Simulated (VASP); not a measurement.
A run of VASP 6.6.1 is set up as follows.

INCAR

```
PREC = Accurate
ENCUT = 600
EDIFF = 1E-6
ISMEAR = -1
SIGMA = 0.1
LREAL = F
LASPH = T
NELM = 120
ALGO = Normal
ISIF = 2
LWAVE = F
LCHARG = F
GGA = RP
NBANDS = 10
GGA_COMPAT = F
```

File KPOINTS:

```
Automatic mesh
0
Gamma
  15 15 15
```

File POSCAR:

```
Co
1.0
    2.2746095266      0.0000000000      0.0000000000
    0.0000000000      2.2746095266      0.0000000000
    0.0000000000      0.0000000000      2.2746095266
Co
1
Direct
    0.0000000000      0.0000000000      0.0000000000
```

Potentials or basis: VASP PAW PBE potentials, release 64 (Co).

Run with:

```console
$ cat potpaw_PBE.64/Co/POTCAR > POTCAR
$ mpirun -np 1 vasp_std > vasp.out
```

Question: Estimate the pressure.

Answer: 6.6 GPa.

Caveat: the PAW data sets were made with another functional, which shifts forces and pressure a little; the run has no spin polarisation, though such a crystal can be magnetic. Spin polarisation is off, so any magnetic state and its effect on volume and gap are missing.
